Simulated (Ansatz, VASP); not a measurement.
## Two plane-wave programs on TiAl

File INCAR:

```
PREC = Accurate
ENCUT = 500
EDIFF = 1E-6
ISMEAR = 0
SIGMA = 0.15
LREAL = False
LASPH = True
NELM = 120
ALGO = Normal
ISIF = 2
LWAVE = False
LCHARG = True
GGA = PS
LELF = True
LVHAR = True
NBANDS = 14
GGA_COMPAT = False
```

The input KPOINTS:

```
regular mesh
0
Gamma
  24 24 14
```

File POSCAR:

```
TiAl
1.0
    3.0970056466      0.0000000000      0.0000000000
   -1.5485028233      2.6820855657      0.0000000000
    0.0000000000      0.0000000000      4.6199447408
Ti Al
1 1
Direct
    0.0000000000      0.0000000000      0.0000000000
    0.3333333333      0.6666666667      0.5000000000
```

Input for Ansatz:

```yaml
crystal:
  lattice:
    - [3.0970056466, 0.0, 0.0]
    - [-1.5485028233, 2.6820855657, 0.0]
    - [0.0, 0.0, 4.6199447408]
  atoms:
    - { symbol: Ti, position: [0.0, 0.0, 0.0] }
    - { symbol: Al, position: [0.3333333333, 0.6666666667, 0.5] }
basis:
  ecutwfc: 420
kpoints:
  mp_grid: { grid: [24, 24, 14] }
hamiltonian:
  xc: pbesol
scf:
  occupations: { method: gaussian, width: 0.15 }
output:
  forces: true
  stress: true
  eigenvalues: true
```

Change from the starting cell: strain +0.0875 x Voigt [1, 1, 0, 0, 0, 0], atoms carried along.

Alike in both runs: task single point; functional PBEsol; k mesh 24 × 24 × 14; occupations gaussian, width 0.15 eV; no spin polarisation.

|  | VASP | Ansatz |
| --- | --- | --- |
| version | VASP 6.6.1 | Ansatz 0.2.0 |
| potentials or method | VASP PAW PBE potentials, release 64 (Ti_sv, Al), cutoff 500 eV | scalar-relativistic, plane waves, PAW |
| valence electrons in the cell | 15 | 15 |

```tsv
	VASP	Ansatz	Ansatz less VASP
gap on the k mesh at the Fermi level (eV)	none	none	-
pressure (GPa)	-12.7	-12.8	-0.04
traceless stress, the component that is largest in VASP (GPa)	3.25	3.22	-0.025
```

VASP's potentials were made for PBE, not for PBEsol. A gap of «none» marks a metal or a gap that the smearing closes. With one functional, cell and mesh, what is left measures potentials, basis and numerics.
